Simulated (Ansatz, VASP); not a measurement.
**Two plane-wave programs on La**

```
La
1.0
     3.77234    0.00000    0.00000
    -1.88617    3.26695    0.00000
     0.00000    0.00000    6.10142
La
2
Direct
  0.33333 0.66667 0.25000
  0.66667 0.33333 0.75000
```

Alike in both runs: functional PBE; k mesh 13 × 13 × 7; occupations fermi-dirac, width 0.05 eV; no spin polarisation.

Ansatz relaxed the structure, and its values are those at the end. VASP's run is a single point on that final structure, the one shown.

```csv
,VASP,Ansatz
version,VASP 6.6.1,Ansatz 0.2.0
potentials or method,"VASP PAW PBE potentials, release 64 (La)","PAW with Ansatz's default frozen-core files, scalar-relativistic"
plane-wave cutoff (eV),520,420
valence electrons in the cell,22,22
```

VASP gave:

* pressure (GPa): 0.1

Q: What did Ansatz give for the same quantities?

A: Pressure (GPa): 0.0.

The functional is the same, so the differences come from potentials, cutoffs and numerics.

Spin-orbit coupling is off throughout.
